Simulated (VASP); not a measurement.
A run of VASP 6.6.1 is set up as follows.

Contents of INCAR:

```
PREC = Accurate
ENCUT = 520
EDIFF = 1E-6
ISMEAR = 0
SIGMA = 0.01
LREAL = F
LASPH = T
NELM = 80
ALGO = Normal
ISIF = 2
LWAVE = F
LCHARG = F
GGA = PE
NBANDS = 11
```

The input KPOINTS:

```
Automatic mesh
0
Gamma
  4 4 4
```

The input POSCAR:

```
BeTe
1.0
    0.0000000000      2.7437649167      2.7437649167
    2.7437649167      0.0000000000      2.7437649167
    2.7437649167      2.7437649167      0.0000000000
Be Te
1 1
Direct
    0.0000000000      0.0000000000      0.0000000000
    0.2500000000      0.2500000000      0.2500000000
```

Potentials or basis: VASP PAW PBE potentials, release 64 (Be, Te).

Launch:

```bash
$ cat potpaw_PBE.64/Be/POTCAR potpaw_PBE.64/Te/POTCAR > POTCAR
$ mpirun -np 1 vasp_std > vasp.out
```

**Question.** What does it give for the pressure?

**Answer.** 7.2 GPa.

**Question.** Predict the band gap on the k mesh.

**Answer.** 1.76 eV (least direct gap 3.52 eV).

Caveat: the k points lie up to 0.50 Å⁻¹ apart; the cell differs from its parent crystal (strain -3.0%); spin-orbit coupling is left out, which moves the levels of the heavy elements. A k mesh can miss the band edges.
